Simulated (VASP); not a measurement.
A run of VASP 6.6.1 is set up as follows.

INCAR

```
SYSTEM = Pb2Se
PREC = Accurate ; ENCUT = 520
EDIFF = 1E-6 ; ISMEAR = 0
SIGMA = 0.1 ; LREAL = .FALSE.
LASPH = .TRUE. ; NELM = 60
ALGO = Normal ; ISIF = 2
LWAVE = .FALSE. ; LCHARG = .FALSE.
GGA = PE ; NBANDS = 43
```

Contents of KPOINTS:

```
Automatic mesh
0
G
  4 4 2
  0 0 0
```

File POSCAR:

```
Pb2Se
1.0
    4.0458325733      0.0000000000      0.0000000000
    0.0000000000      4.0458325733      0.0000000000
    0.0000000000      0.0000000000     11.6673063669
Pb Se
4 2
Direct
    0.0000000000      0.5000000000      0.1250000000
    0.0000000000      0.5000000000      0.6250000000
    0.5000000000      0.0000000000      0.3750000000
    0.5000000000      0.0000000000      0.8750000000
    0.0000000000      0.0000000000      0.0000000000
    0.5000000000      0.5000000000      0.5000000000
```

Potentials or basis: VASP PAW PBE potentials, release 64 (Pb_d, Se).

Run with:

```sh
$ cat potpaw_PBE.64/Pb_d/POTCAR potpaw_PBE.64/Se/POTCAR > POTCAR
$ mpirun -np 1 vasp_std > vasp.out
```

Q: Estimate the pressure.

A: 17.4 GPa.

Q: What does it give for the largest force?

A: 3.988 eV/Å.

Q: Estimate the band gap on the k mesh.

A: Zero (bands 34 and 35 overlap by 0.69 eV).

Forces in eV/Å, atoms in the order of the input:
```
Pb   0.000  0.000  3.988
Pb   0.000  0.000  3.988
Pb   0.000  0.000 -3.988
Pb   0.000  0.000 -3.988
Se   0.000  0.000  0.000
Se   0.000  0.000  0.000
```

Caveat: the k points lie up to 0.39 Å⁻¹ apart, too coarse for converged energies and pressures of a metal; semilocal functionals underestimate gaps, and a narrow one can read as zero; spin-orbit coupling is left out, which moves the levels of the heavy elements; forces of over 1 eV/Å act on the atoms, so gaps and moduli don't describe the material at rest.
